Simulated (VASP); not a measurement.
Set up this calculation in VASP 6.6.1, as the native input.

```yaml
Task: single point
Functional: PBE
Potentials_or_basis: VASP PAW PBE potentials, release 64 (P, Al, Sb)
Cutoff: 520 eV
k_mesh: 6 × 6 × 4
Occupations: gaussian, width 0.01 eV
Spin: no spin polarisation
Dipole_correction: no
Further_INCAR_settings: ALGO = Normal; EDIFF = 1e-07; NBANDS = 16
```

The structure of Al2SbP lies in POSCAR:

```
Al2SbP
1.0
    4.1807327928      0.0000000000      0.0000000000
    0.0000000000      4.1807327928      0.0000000000
    0.0000000000      0.0000000000      5.9271999494
P Al Sb
1 2 1
Direct
    0.0000000000      0.0000000000      0.0000000000
    0.0000000000      0.5000000000      0.7780084207
    0.5000000000      0.0000000000      0.2219915793
    0.5000000000      0.5000000000      0.5000000000
```

This cell differs from its parent crystal: volume changed by +3%.

One way to write it, as run:

INCAR

```
SYSTEM = Al2SbP
  ALGO = Normal
  EDIFF = 1E-7
  ENCUT = 520
  GGA = PE
  ISIF = 2
  ISMEAR = 0
  LASPH = .True.
  LCHARG = .False.
  LREAL = .False.
  LWAVE = .False.
  NBANDS = 16
  NELM = 60
  PREC = Accurate
  SIGMA = 0.01
```

KPOINTS

```
k-points
0
Gamma
  6 6 4
  0 0 0
```

Potentials or basis: VASP PAW PBE potentials, release 64 (P, Al, Sb).

Launch:

```bash
$ cat potpaw_PBE.64/P/POTCAR potpaw_PBE.64/Al/POTCAR potpaw_PBE.64/Sb/POTCAR > POTCAR
$ mpirun -np 1 vasp_std > vasp.out
```

It gave:

```json
{
  "Pressure": "-1.6 GPa",
  "Band gap on the k mesh": "0.61 eV, direct"
}
```

Caveat: spin-orbit coupling is left out, which moves the levels of the heavy elements.

Wall time 41 s on 1 thread of Intel(R) Xeon(R) Platinum 8259CL CPU @ 2.50GHz (Skylake/Cascade Lake), with other jobs on the host, peak memory 0.24 GiB.
